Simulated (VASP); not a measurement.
Input of a VASP 6.6.1 run:

File INCAR:

```
PREC = Accurate
ENCUT = 520
EDIFF = 1E-7
ISMEAR = 0
SIGMA = 0.1
LREAL = F
LASPH = T
NELM = 80
ALGO = Fast
ISIF = 2
LWAVE = F
LCHARG = F
GGA = PE
NBANDS = 33
```

The input KPOINTS:

```
regular mesh
0
Gamma
  6 6 4
```

The input POSCAR:

```
CaHf4
1.0
    5.9212900785     -0.0000000033      0.0000000000
   -2.9606450363      5.1279876328      0.0000000000
    0.0000000000      0.0000000000      5.1210018122
Ca Hf
1 4
Direct
    0.0000000000      0.0000000000      0.5000000000
    0.5002853786      0.0000000000      0.5000000000
    0.0000000000      0.5002853786      0.5000000000
    0.4997146214      0.4997146214      0.5000000000
    0.0000000000      0.0000000000      0.0000000000
```

Potentials or basis: VASP PAW PBE potentials, release 64 (Ca_sv, Hf_pv).

Run with:

```sh
$ cat potpaw_PBE.64/Ca_sv/POTCAR potpaw_PBE.64/Hf_pv/POTCAR > POTCAR
$ mpirun -np 1 vasp_std > vasp.out
```

Task: What does it give for the largest force?

Result: 0.010 eV/Å.

Task: Estimate the band gap on the k mesh.

Result: Zero (bands 25 and 26 overlap by 0.52 eV).

Forces in eV/Å, atoms in the order of the input:
```
Ca   0.000  0.000  0.000
Hf  -0.010  0.000  0.000
Hf   0.005 -0.008  0.000
Hf   0.005  0.008  0.000
Hf   0.000  0.000  0.000
```

Caveat: spin-orbit coupling is left out, which moves the levels of the heavy elements.
